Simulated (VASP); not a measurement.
# CdTe (F-43m) in VASP: a series of runs

CdTe is run at these levels: PBE; tasks: single point.

Program: VASP 6.6.1. These are calculated values, not measurements. Logs are shortened: lines on timing, memory, paths and dates and some standing lists are left out, and cuts for length are marked.

## 1. The cell of the first run

The structure is cubic, space group F-43m (No. 216). Conventional cell: a = 6.683 Å, b = 6.683 Å, c = 6.683 Å, α = 90.00°, β = 90.00°, γ = 90.00°. Within 3.8 Å of Cd (site symmetry -43m) lie 4 Te at 2.89 Å. Te (site symmetry -43m) has 4 Cd at 2.89 Å within 3.8 Å.

## 2. Single point, PBE (volume scaled by 1.03)

INCAR reads:

```
PREC = Accurate ; ENCUT = 520
EDIFF = 1E-6 ; ISMEAR = 0
SIGMA = 0.02 ; LREAL = False
LASPH = True ; NELM = 60
ALGO = Normal ; ISIF = 2
LWAVE = False ; LCHARG = False
GGA = PE ; NBANDS = 16
```

KPOINTS reads:

```
Automatic mesh
0
Gamma
  10 10 10
```

POSCAR reads:

```
CdTe
1.0
    0.0000000000      3.3414480392      3.3414480392
    3.3414480392      0.0000000000      3.3414480392
    3.3414480392      3.3414480392      0.0000000000
Cd Te
1 1
Direct
    0.0000000000      0.0000000000      0.0000000000
    0.2500000000      0.2500000000      0.2500000000
```

Potentials or basis: VASP PAW PBE potentials, release 64 (Cd, Te).

Run with:

```bash
cat potpaw_PBE.64/Cd/POTCAR potpaw_PBE.64/Te/POTCAR > POTCAR
mpirun -np 1 vasp_std > vasp.out
```

OUTCAR:

```text
PREC = Accurate
   ENCUT = 520
   EDIFF = 1E-6
   ISMEAR = 0
   LREAL = False
   LASPH = True
   NELM = 60
   ISIF = 2
   GGA = PE

 ion  position               nearest neighbor table
   1  0.000  0.000  0.000-   2 2.89   2 2.89   2 2.89   2 2.89
   2  0.250  0.250  0.250-   1 2.89   1 2.89   1 2.89   1 2.89

  LATTYP: Found a face centered cubic cell.
 ALAT       =     6.6828960784

  Lattice vectors:

 A1 = (   0.0000000000,   3.3414480392,   3.3414480392)
 A2 = (   3.3414480392,   0.0000000000,   3.3414480392)
 A3 = (   3.3414480392,   3.3414480392,   0.0000000000)

Analysis of symmetry for initial positions (statically):
=====================================================================
 Subroutine PRICEL returns:
 Original cell was already a primitive cell.

 Routine SETGRP: Setting up the symmetry group for a
 face centered cubic supercell.

 Subroutine GETGRP returns: Found 24 space group operations
 (whereof 24 operations were pure point group operations)
 out of a pool of 48 trial point group operations.

The static configuration has the point symmetry T_d .

Analysis of symmetry for dynamics (positions and initial velocities):
=====================================================================
 Subroutine PRICEL returns:
 Original cell was already a primitive cell.

 Routine SETGRP: Setting up the symmetry group for a
 face centered cubic supercell.

 Subroutine GETGRP returns: Found 24 space group operations
 (whereof 24 operations were pure point group operations)
 out of a pool of 48 trial point group operations.

The dynamic configuration has the point symmetry T_d .

 Subroutine INISYM returns: Found 24 space group operations
 (whereof 24 operations are pure point group operations),
 and found     1 'primitive' translations

----------------------------------------------------------------------------------------

                                     Primitive cell

  volume of cell :      74.6164

  direct lattice vectors                    reciprocal lattice vectors
     0.000000000  3.341448039  3.341448039    -0.149635725  0.149635725  0.149635725
     3.341448039  0.000000000  3.341448039     0.149635725 -0.149635725  0.149635725
     3.341448039  3.341448039  0.000000000     0.149635725  0.149635725 -0.149635725

  length of vectors
     4.725521135  4.725521135  4.725521135     0.259176678  0.259176678  0.259176678

  position of ions in fractional coordinates (direct lattice)
     0.000000000  0.000000000  0.000000000
     0.250000000  0.250000000  0.250000000

  ion indices of the primitive-cell ions
   primitive index   ion index
                 1           1
                 2           2

----------------------------------------------------------------------------------------

 KPOINTS: Automatic mesh

Automatic generation of k-mesh.
 Grid dimensions read from file:
 generate k-points for:   10   10   10

 Generating k-lattice:

  Cartesian coordinates                     Fractional coordinates (reciprocal lattice)
    -0.014963573  0.014963573  0.014963573     0.100000000  0.000000000  0.000000000
     0.014963573 -0.014963573  0.014963573     0.000000000  0.100000000  0.000000000
     0.014963573  0.014963573 -0.014963573     0.000000000  0.000000000  0.100000000

  Length of vectors
     0.025917668  0.025917668  0.025917668

  Shift w.r.t. Gamma in fractional coordinates (k-lattice)
     0.000000000  0.000000000  0.000000000

 Subroutine IBZKPT returns following result:
 ===========================================

 Found     47 irreducible k-points:

 Following reciprocal coordinates:
            Coordinates               Weight
  0.000000  0.000000  0.000000      1.000000
  0.100000  0.000000  0.000000      8.000000
  0.200000  0.000000  0.000000      8.000000
  0.300000  0.000000  0.000000      8.000000
  0.400000  0.000000  0.000000      8.000000
  0.500000  0.000000  0.000000      4.000000
[... 16 lines left out ...]
  0.300000  0.300000  0.000000      6.000000
  0.400000  0.300000  0.000000     24.000000
 [... further k-points ...]
   k-points           NKPTS =     47   k-points in BZ     NKDIM =     47   number of bands    NBANDS=     16
   number of dos      NEDOS =    301   number of ions     NIONS =      2
   total plane-waves  NPLWV =  46656
   dimension x,y,z NGX =    36 NGY =   36 NGZ =   36
   dimension x,y,z NGXF=    72 NGYF=   72 NGZF=   72
   ions per type =               1   1
   NGX,Y,Z   is equivalent  to a cutoff of  12.66, 12.66, 12.66 a.u.
   NGXF,Y,Z  is equivalent  to a cutoff of  25.33, 25.33, 25.33 a.u.
 SYSTEM =  unknown system
   PREC   = accura    normal or accurate (medium, high low for compatibility)
   ISTART =      0    job   : 0-new  1-cont  2-samecut
   ICHARG =      2    charge: 1-file 2-atom 10-const
   ISPIN  =      1    spin polarized calculation?
   LNONCOLLINEAR =      F non collinear calculations
   LSORBIT =      F    spin-orbit coupling
   LASPH  =      T    aspherical Exc in radial PAW
   ENCUT  =  520.0 eV  38.22 Ry    6.18 a.u.   8.79  8.79  8.79*2*pi/ulx,y,z
   NELM   =     60;   NELMIN=  2; NELMDL= -5     # of ELM steps
   EDIFF  = 0.1E-05   stopping-criterion for ELM
   LREAL  =      F    real-space projection
   EDIFFG = 0.1E-04   stopping-criterion for IOM
   NSW    =      0    number of steps for IOM
   IBRION =     -1    ionic relax: 0-MD 1-quasi-New 2-CG
   NFREE  =      0    steps in history (QN), initial steepest desc. (CG)
   ISIF   =      2    stress and relaxation
   ISYM   =      2    0-nonsym 1-usesym 2-fastsym
   POTIM  = 0.5000    time-step for ionic-motion
   TEBEG  =    0.0;   TEEND  =   0.0 temperature during run
   PSTRESS=    0.0 pullay stress
   NELECT =      18.0000    total number of electrons
   NUPDOWN=      -1.0000    fix difference up-down
   EMIN   =  10.00;   EMAX   =-10.00  energy-range for DOS
   EFERMI =   0.00;   METHOD = LEGACY
   ISMEAR =     0;   SIGMA  =   0.02  broadening in eV -4-tet -1-fermi 0-gaus
   EFERMI_NEDOS =   21; number of points for ismear=-14 and -15
   IALGO  =     38    algorithm
   IMIX   =      4    mixing-type and parameters
     AMIX     =   0.40;   BMIX     =  1.00
     AMIX_MAG =   1.60;   BMIX_MAG =  1.00
  volume/ion in A,a.u.               =      37.31       251.77
  Fermi-wavevector in a.u.,A,eV,Ry     =   1.019110  1.925838 14.130802  1.038585
  Thomas-Fermi vector in A             =   2.152605
   LORBIT       =      0    0 simple, 1 ext, 2 COOP (PROOUT), +10 PAW based schemes
   GGA     = PE    functional components
   LHFCALC =     F    Hartree Fock is set to
   AEXX    =    0.0000 exact exchange contribution
   IVDW    =     0    specifies the selected vdW correction
   LEPSILON=     F    determine dielectric tensor
   LRPA    =     F    only Hartree local field effects (RPA)
 non-spin polarized calculation
 Gauss-broadening in eV      SIGMA  =   0.02
  energy-cutoff  :      520.00
  volume of cell :       74.62
 maximum number of plane-waves:      2044
   NGX = 17   NGY = 17   NGZ = 17

 number of electron      17.9999999 magnetization

 Free energy of the ion-electron system (eV)
  ---------------------------------------------------
  ext. energy  EPLUGINS =         0.00000000
  ---------------------------------------------------
  free energy    TOTEN  =        -4.80754529 eV

  energy without entropy =       -4.80754529  energy(sigma->0) =       -4.80754529

 E-fermi :   1.6463     XC(G=0):  -8.1837

 val. band max:        1.5565684408   @ k =   0.0000   0.0000   0.0000
 cond. band min:       2.0546953467   @ k =   0.0000   0.0000   0.0000
 fundamental gap:      0.4981269059
 Fermi energy:         1.6463489808

 k-point     1 :       0.0000    0.0000    0.0000
  band No.  band energies     occupation
      1      -9.1339      2.00000
      2      -6.4544      2.00000
      3      -6.4544      2.00000
      4      -6.4544      2.00000
      5      -6.2560      2.00000
      6      -6.2560      2.00000
[... 8 lines left out ...]
     15      10.7510      0.00000
     16      10.7510      0.00000

 k-point     2 :       0.1000    0.0000    0.0000
  band No.  band energies     occupation
      1      -9.1035      2.00000
      2      -6.4489      2.00000
      3      -6.4489      2.00000
      4      -6.4285      2.00000
      5      -6.2564      2.00000
      6      -6.2564      2.00000
[... 8 lines left out ...]
     15      10.2666      0.00000
     16      10.2666      0.00000

 k-point     3 :       0.2000    0.0000    0.0000
  band No.  band energies     occupation
      1      -9.0237      2.00000
      2      -6.4352      2.00000
      3      -6.4352      2.00000
      4      -6.3467      2.00000
      5      -6.2566      2.00000
      6      -6.2566      2.00000
[... 8 lines left out ...]
     15       9.9121      0.00000
     16       9.9341      0.00000

 k-point     4 :       0.3000    0.0000    0.0000
  band No.  band energies     occupation
      1      -8.9257      2.00000
      2      -6.4200      2.00000
      3      -6.4200      2.00000
      4      -6.2547      2.00000
      5      -6.2547      2.00000
      6      -6.2081      2.00000
[... 8 lines left out ...]
     15      10.1224      0.00000
     16      10.1224      0.00000
[... 324 lines left out ...]
 k-point    22 :      -0.2000    0.2000    0.0000
  band No.  band energies     occupation
      1      -8.8929      2.00000
      2      -6.4129      2.00000
      3      -6.4031      2.00000
      4      -6.2630      2.00000
      5      -6.2611      2.00000
      6      -6.1597      2.00000
[... 8 lines left out ...]
     15      10.8863      0.00000
     16      11.5386      0.00000

 k-point    23 :       0.3000    0.3000    0.0000
  band No.  band energies     occupation
      1      -8.8595      2.00000
      2      -6.3770      2.00000
      3      -6.3770      2.00000
      4      -6.3126      2.00000
      5      -6.2405      2.00000
      6      -6.1452      2.00000
[... 8 lines left out ...]
     15      11.4915      0.00000
     16      12.6500      0.00000

 k-point    24 :       0.4000    0.3000    0.0000
  band No.  band energies     occupation
      1      -8.7993      2.00000
      2      -6.3671      2.00000
      3      -6.3618      2.00000
      4      -6.3079      2.00000
      5      -6.2384      2.00000
      6      -6.0315      2.00000
[... 8 lines left out ...]
     15      11.8589      0.00000
     16      12.8397      0.00000

 [... further k-points ...]

------------------------ aborting loop because EDIFF is reached ----------------------------------------

  FORCE on cell =-STRESS in cart. coord.  units (eV):
  Direction    XX          YY          ZZ          XY          YZ          ZX
  --------------------------------------------------------------------------------------
  -------------------------------------------------------------------------------------
  Total       -0.3975199     -0.3975199     -0.3975199      0.0000000     -0.0000000     -0.0000000
  in kB       -8.5356254     -8.5356254     -8.5356254      0.0000000     -0.0000000     -0.0000000
  external PRESSURE =      -8.5356254 kB  Pullay stress =       0.0000000 kB

 VOLUME and BASIS-vectors are now :
 -----------------------------------------------------------------------------
  energy-cutoff  :      520.00
  volume of cell :       74.62
      direct lattice vectors                 reciprocal lattice vectors
     0.000000000  3.341448039  3.341448039    -0.149635725  0.149635725  0.149635725
     3.341448039  0.000000000  3.341448039     0.149635725 -0.149635725  0.149635725
     3.341448039  3.341448039  0.000000000     0.149635725  0.149635725 -0.149635725

 POSITION                                       TOTAL-FORCE (eV/Angst)
 -----------------------------------------------------------------------------------
      0.00000      0.00000      0.00000         0.000000      0.000000      0.000000
      1.67072      1.67072      1.67072        -0.000000     -0.000000     -0.000000
 -----------------------------------------------------------------------------------
    total drift:                               -0.000000     -0.000000     -0.000000

  FREE ENERGIE OF THE ION-ELECTRON SYSTEM (eV)
  ---------------------------------------------------
  free  energy   TOTEN  =        -4.8075452885 eV

  energy  without entropy=       -4.8075452885  energy(sigma->0) =       -4.80754529
```

Run time: 76 s. Hardware: 1 thread of Intel Xeon 8259CL, shared host; peak memory 0.24 GiB.

What came out:

* Free energy: -4.8075 eV
* Pressure: -0.9 GPa
* Band gap on the k mesh: 0.50 eV, direct

Levels at points of the mesh, in eV from the valence-band top:
```tsv
k point	band 6	band 7	band 8	band 9	band 10	band 11	band 12	band 13
(0.00, 0.00, 0.00)	-7.81	0.00	0.00	0.00	0.50	4.65	4.65	4.65
(0.50, 0.00, 0.00)	-7.53	-3.93	-0.65	-0.65	1.72	5.21	5.21	6.95
(0.50, 0.50, 0.00)	-7.42	-3.88	-1.57	-1.57	2.66	2.80	8.37	8.67
```

Caveat: spin-orbit coupling is left out, which moves the levels of the heavy elements.

## 3. Single point, PBE (volume scaled by 1.06)

INCAR reads:

```
SYSTEM = CdTe
  PREC = Accurate
  ENCUT = 520
  EDIFF = 1E-6
  ISMEAR = 0
  SIGMA = 0.02
  LREAL = .False.
  LASPH = .True.
  NELM = 100
  ALGO = Normal
  ISIF = 2
  LWAVE = .False.
  LCHARG = .False.
  GGA = PE
  NBANDS = 16
```

KPOINTS reads:

```
regular mesh
0
Gamma
  10 10 10
  0 0 0
```

POSCAR reads:

```
CdTe
1.0
    0.0000000000      3.3735793184      3.3735793184
    3.3735793184      0.0000000000      3.3735793184
    3.3735793184      3.3735793184      0.0000000000
Cd Te
1 1
Direct
    0.0000000000      0.0000000000      0.0000000000
    0.2500000000      0.2500000000      0.2500000000
```

Potentials or basis: VASP PAW PBE potentials, release 64 (Cd, Te).

Run with:

```bash
cat potpaw_PBE.64/Cd/POTCAR potpaw_PBE.64/Te/POTCAR > POTCAR
mpirun -np 1 vasp_std > vasp.out
```

It took 69 s on 1 thread of Intel Xeon 8259CL, shared host; peak memory 0.24 GiB.

Results (log left out):

```yaml
Free_energy: -4.7901 eV
Pressure: -1.7 GPa
Band_gap_on_the_k_mesh: 0.42 eV, direct
```

Levels at points of the mesh, in eV from the valence-band top:
| k point | band 6 | band 7 | band 8 | band 9 | band 10 | band 11 | band 12 | band 13 |
| --- | --- | --- | --- | --- | --- | --- | --- | --- |
| (0.00, 0.00, 0.00) | -7.76 | 0.00 | 0.00 | 0.00 | 0.42 | 4.66 | 4.66 | 4.66 |
| (0.50, 0.00, 0.00) | -7.50 | -3.79 | -0.61 | -0.61 | 1.69 | 5.21 | 5.21 | 6.89 |
| (0.50, 0.50, 0.00) | -7.40 | -3.76 | -1.49 | -1.49 | 2.65 | 2.85 | 8.23 | 8.52 |

Caveat: spin-orbit coupling is left out, which moves the levels of the heavy elements.
